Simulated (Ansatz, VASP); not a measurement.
**Hg in VASP and in Ansatz**

File INCAR:

```
PREC = Accurate
ENCUT = 520
EDIFF = 1E-7
ISMEAR = 0
SIGMA = 0.15
LREAL = False
LASPH = True
NELM = 60
ALGO = Normal
ISIF = 2
LWAVE = False
LCHARG = True
GGA = PE
IVDW = 12
LELF = True
LVHAR = True
NBANDS = 19
```

The input KPOINTS:

```
Automatic mesh
0
Gamma
  15 15 8
```

Contents of POSCAR:

```
Hg
1.0
    3.2405000000      0.0000000000      0.0000000000
   -1.6202500000      2.8063553210      0.0000000000
    0.0000000000      0.0000000000      5.2861746114
Hg
2
Direct
    0.6666666667      0.3333333333      0.7500000000
    0.3333333333      0.6666666667      0.2500000000
```

Input for Ansatz:

```yaml
crystal:
  lattice:
    - [3.2405, 0.0, 0.0]
    - [-1.62025, 2.806355321, 0.0]
    - [0.0, 0.0, 5.2861746114]
  atoms:
    - { symbol: Hg, position: [0.6666666667, 0.3333333333, 0.75] }
    - { symbol: Hg, position: [0.3333333333, 0.6666666667, 0.25] }
basis:
  ecutwfc: 420
kpoints:
  mp_grid: { grid: [15, 15, 8] }
hamiltonian:
  xc: pbe
  dispersion: d3bj
scf:
  occupations: { method: gaussian, width: 0.15 }
output:
  forces: true
  stress: true
  eigenvalues: true
```

Alike in both runs: task single point; functional PBE; dispersion D3(BJ); k mesh 15 × 15 × 8; occupations gaussian, width 0.15 eV; no spin polarisation.

|  | VASP | Ansatz |
| --- | --- | --- |
| version | VASP 6.6.1 | Ansatz 0.2.0 |
| potentials or method | VASP PAW PBE potentials, release 64 (Hg), cutoff 520 eV | scalar-relativistic, plane waves, PAW |
| valence electrons in the cell | 24 | 40 |

|  | VASP | Ansatz | Ansatz less VASP |
| --- | --- | --- | --- |
| gap on the k mesh at the Fermi level (eV) | none | none | - |
| pressure (GPa) | 1.7 | 1.4 | -0.29 |
| traceless stress, the component that is largest in VASP (GPa) | -0.24 | -0.23 | +0.008 |

A gap of «none» marks a metal or a gap that the smearing closes. VASP's potentials hold 24 valence electrons a cell and Ansatz's 40, so a difference there can come from the potentials and not from the codes.

Neither program's run includes spin-orbit coupling.
